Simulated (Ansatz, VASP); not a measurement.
**One calculation of Yb, two programs**

```
Yb
1.0
    -2.13704    2.13704    2.13704
     2.13704   -2.13704    2.13704
     2.13704    2.13704   -2.13704
Yb
1
Cartesian
  0.0000 0.0000 0.0000
```

Change from the starting cell: volume scaled by 0.98.

Alike in both runs: task single point; functional PBEsol; k mesh 12 × 12 × 12; occupations fermi-dirac, width 0.05 eV; no spin polarisation.

|  | VASP | Ansatz |
| --- | --- | --- |
| version | VASP 6.6.1 | Ansatz 0.2.0 |
| potentials or method | VASP PAW PBE potentials, release 64 (Yb), cutoff 520 eV | all-electron LAPW, scalar-relativistic |

Ansatz gave:

* pressure (GPa): -3.2

Q: Estimate VASP's values.

A: Pressure (GPa): -4.6.

VASP's potentials were made for PBE, not for PBEsol. Ansatz ran all-electron here, and VASP with PAW potentials.

Spin-orbit coupling is off throughout.
